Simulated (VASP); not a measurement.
Here is a VASP 6.6.1 calculation.

Contents of INCAR:

```
PREC = Accurate ; ENCUT = 520
EDIFF = 1E-6 ; ISMEAR = 0
SIGMA = 0.02 ; LREAL = F
LASPH = T ; NELM = 80
ALGO = Normal ; ISIF = 2
LWAVE = F ; LCHARG = T
LELF = T ; LVHAR = T
NBANDS = 19
```

KPOINTS

```
regular mesh
0
Gamma
  8 8 8
```

POSCAR

```
Mg2FeH6
1.0
    0.0000000000      3.0422885700      3.0422885700
    3.0422885700      0.0000000000      3.0422885700
    3.0422885700      3.0422885700      0.0000000000
Mg Fe H
2 1 6
Direct
    0.2500000000      0.2500000000      0.2500000000
    0.7500000000      0.7500000000      0.7500000000
    0.0000000000      0.0000000000      0.0000000000
    0.7492187476      0.2507812524      0.2507812524
    0.2507812524      0.7492187476      0.2507812524
    0.2507812524      0.7492187476      0.7492187476
    0.7492187476      0.2507812524      0.7492187476
    0.2507812524      0.2507812524      0.7492187476
    0.7492187476      0.7492187476      0.2507812524
```

Potentials or basis: VASP PAW LDA potentials, release 64 (Mg, Fe, H).

Run with:

```bash
$ cat potpaw_LDA.64/Mg/POTCAR potpaw_LDA.64/Fe/POTCAR potpaw_LDA.64/H/POTCAR > POTCAR
$ mpirun -np 1 vasp_std > vasp.out
```

Problem. Estimate the pressure.

Solution. 9.6 GPa.

Problem. What does it give for the band gap on the k mesh?

Solution. 1.84 eV, direct.

Problem. What does it give for the largest force?

Solution. 0.047 eV/Å.

Forces in eV/Å, atoms in the order of the input:
```
Mg   0.000  0.000  0.000
Mg   0.000  0.000  0.000
Fe   0.000  0.000  0.000
H    0.047  0.000  0.000
H    0.000  0.047  0.000
H   -0.047  0.000  0.000
H    0.000 -0.047  0.000
H    0.000  0.000  0.047
H    0.000  0.000 -0.047
```

 Spin polarisation is off, so any magnetic state and its effect on volume and gap are missing.
